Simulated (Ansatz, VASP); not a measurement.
Two plane-wave programs on CsBe3Ag

```
Cs Be Ag
1.0
     4.39720    0.00000    0.00000
     0.00000    4.39720    0.00000
     0.00000    0.00000    6.96996
Cs Be Ag
1 3 1
Cartesian
  0.0000 0.0000 0.0000
  0.0000 2.1986 3.4850
  2.1986 0.0000 3.4850
  2.1986 2.1986 3.4850
  0.0000 0.0000 3.4850
```

Alike in both runs: functional PBE; k mesh 4 × 4 × 4; occupations gaussian, width 0.1 eV; no spin polarisation.

Ansatz relaxed the structure, and its values are those at the end. VASP's run is a single point on that final structure, the one shown.

|  | VASP | Ansatz |
| --- | --- | --- |
| version | VASP 6.6.1 | Ansatz 0.2.0 |
| potentials or method | VASP PAW PBE potentials, release 64 (Cs_sv, Be, Ag), cutoff 520 eV | scalar-relativistic, plane waves, PAW |
| valence electrons in the cell | 26 | 34 |

|  | VASP | Ansatz | Ansatz less VASP |
| --- | --- | --- | --- |
| gap on the k mesh at the Fermi level (eV) | none | none | - |
| pressure (GPa) | 0.3 | 0.3 | -0.01 |

A gap of «none» marks a metal or a gap that the smearing closes. VASP's potentials hold 26 valence electrons a cell and Ansatz's 34, so a difference there can come from the potentials and not from the codes.

Spin-orbit coupling is off throughout.
